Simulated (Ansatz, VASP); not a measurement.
## Two plane-wave programs on Al

```
Al
1.0
    -0.13937    1.99102    1.99102
     1.85165    0.00000    1.85165
     1.99102    1.99102   -0.13937
Al
1
Direct
  0.00000 0.00000 0.00000
```

Change from the starting cell: engineering shear strain xz -0.1400, normal strain along z +0.0000.

Alike in both runs: task single point; functional PBE; dispersion D3(BJ); k mesh 20 × 20 × 20; occupations gaussian, width 0.15 eV; no spin polarisation.

```csv
,VASP,Ansatz
version,VASP 6.6.1,Ansatz 0.2.0
potentials or method,"VASP PAW PBE potentials, release 64 (Al), cutoff 520 eV","scalar-relativistic, plane waves, PAW"
valence electrons in the cell,3,3
```

```csv
,VASP,Ansatz,Ansatz less VASP
gap on the k mesh at the Fermi level (eV),none,none,-
pressure (GPa),2.3,2.3,0.00
"traceless stress, the component that is largest in VASP (GPa)",7.07,7.08,+0.009
```

A gap of «none» marks a metal or a gap that the smearing closes.
